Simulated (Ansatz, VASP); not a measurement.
**One calculation of SiNi3, two programs**

Contents of INCAR:

```
ALGO = Normal ; EDIFF = 1E-6
ENCUT = 520 ; GGA = PE
ISIF = 2 ; ISMEAR = -1
LASPH = True ; LCHARG = False
LREAL = False ; LWAVE = False
NBANDS = 25 ; NELM = 80
PREC = Accurate ; SIGMA = 0.02
```

KPOINTS

```
k-points
0
Gamma
  8 8 8
```

Contents of POSCAR:

```
SiNi3
1.0
    3.4647829030      0.0000000000      0.0000000000
    0.0000000000      3.4647829030      0.0000000000
    0.0000000000      0.0000000000      3.4647829030
Si Ni
1 3
Direct
    0.0000000000      0.0000000000      0.0000000000
    0.0000000000      0.5000000000      0.5000000000
    0.5000000000      0.0000000000      0.5000000000
    0.5000000000      0.5000000000      0.0000000000
```

Input for Ansatz:

```yaml
crystal:
  lattice:
    - [3.464782903, 0.0, 0.0]
    - [0.0, 3.464782903, 0.0]
    - [0.0, 0.0, 3.464782903]
  atoms:
    - { symbol: Si, position: [0.0, 0.0, 0.0] }
    - { symbol: Ni, position: [0.0, 0.5, 0.5] }
    - { symbol: Ni, position: [0.5, 0.0, 0.5] }
    - { symbol: Ni, position: [0.5, 0.5, 0.0] }
kpoints:
  mp_grid: { grid: [8, 8, 8] }
  band_path:
    path: [[0.0, 0.0, 0.0], [0.0, 0.5, 0.0], [0.5, 0.5, 0.0], [0.5, 0.5, 0.5]]
    npoints: 1
hamiltonian:
  xc: pbe
scf:
  occupations: { method: fermi_dirac, width: 0.02 }
  n_extra_bands: 5
output:
  forces: true
  stress: true
  eigenvalues: true
```

Alike in both runs: task single point; functional PBE; k mesh 8 × 8 × 8; occupations fermi-dirac, width 0.02 eV; no spin polarisation.

```csv
,VASP,Ansatz
version,VASP 6.6.1,Ansatz 0.2.0
potentials or method,"VASP PAW PBE potentials, release 64 (Si, Ni)","plane waves, PAW"
plane-wave cutoff (eV),520,420
valence electrons in the cell,34,58
```

Ansatz gave:

```
pressure (GPa) : 8.3
```

**Question.** Which values does VASP return?

**Answer.** Pressure (GPa): 8.2.

The functional is the same, so the differences come from potentials, cutoffs and numerics. VASP's potentials hold 34 valence electrons a cell and Ansatz's 58, so a difference there can come from the potentials and not from the codes.
